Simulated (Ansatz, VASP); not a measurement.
## C in VASP and in Ansatz

```xyz
2
Lattice="1.2325 0.7116 3.3614 -1.2325 0.7116 3.3614 0.0000 -1.4232 3.3614" Properties=species:S:1:pos:R:3 pbc="T T T"
C     0.0000   -0.0450    1.7037
C     0.0000    0.0450    8.3805
```

Change from the starting cell: mode 4 frozen in at +0.024 Å and mode 6 at -0.045 Å (largest displacements).

Alike in both runs: task single point; functional PBE; dispersion D3(BJ); k mesh 15 × 15 × 15; occupations gaussian, width 0.05 eV; no spin polarisation.

|  | VASP | Ansatz |
| --- | --- | --- |
| version | VASP 6.6.1 | Ansatz 0.2.0 |
| potentials or method | VASP PAW PBE potentials, release 64 (C), cutoff 520 eV | scalar-relativistic, plane waves, PAW |
| valence electrons in the cell | 8 | 8 |

|  | VASP | Ansatz | Ansatz less VASP |
| --- | --- | --- | --- |
| gap on the k mesh at the Fermi level (eV) | 0.45 | 0.45 | +0.002 |
| least direct gap on the mesh (eV) | 0.52 | 0.52 | +0.001 |
| pressure (GPa) | 4.3 | 4.0 | -0.38 |
| traceless stress, the component that is largest in VASP (GPa) | 12.83 | 12.44 | -0.391 |
| rms of the force components (eV/Å) | 3.116 | 3.110 | -0.0063 |

Atom by atom the forces differ by 0.007 eV/Å (rms over components).
